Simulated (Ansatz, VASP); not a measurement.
**TiC3: VASP beside Ansatz**

```
CELL_PARAMETERS angstrom
4.04929 0.00000 0.00000
0.00000 4.04929 0.00000
0.00000 0.00000 4.04929
ATOMIC_POSITIONS crystal
Ti 0.00000 0.00000 0.00000
C 0.50000 0.00000 0.00000
C 0.00000 0.50000 0.00000
C 0.00000 0.00000 0.50000
```

Alike in both runs: functional PBE; k mesh 12 × 12 × 12; occupations gaussian, width 0.1 eV; no spin polarisation.

Ansatz relaxed the structure, and its values are those at the end. VASP's run is a single point on that final structure, the one shown.

```csv
,VASP,Ansatz
version,VASP 6.6.1,Ansatz 0.2.0
potentials or method,"VASP PAW PBE potentials, release 64 (Ti_sv, C), cutoff 520 eV","scalar-relativistic, plane waves, PAW"
valence electrons in the cell,24,24
```

|  | VASP | Ansatz | Ansatz less VASP |
| --- | --- | --- | --- |
| gap on the k mesh at the Fermi level (eV) | none | none | - |
| pressure (GPa) | -0.2 | 0.0 | +0.15 |

A gap of «none» marks a metal or a gap that the smearing closes.
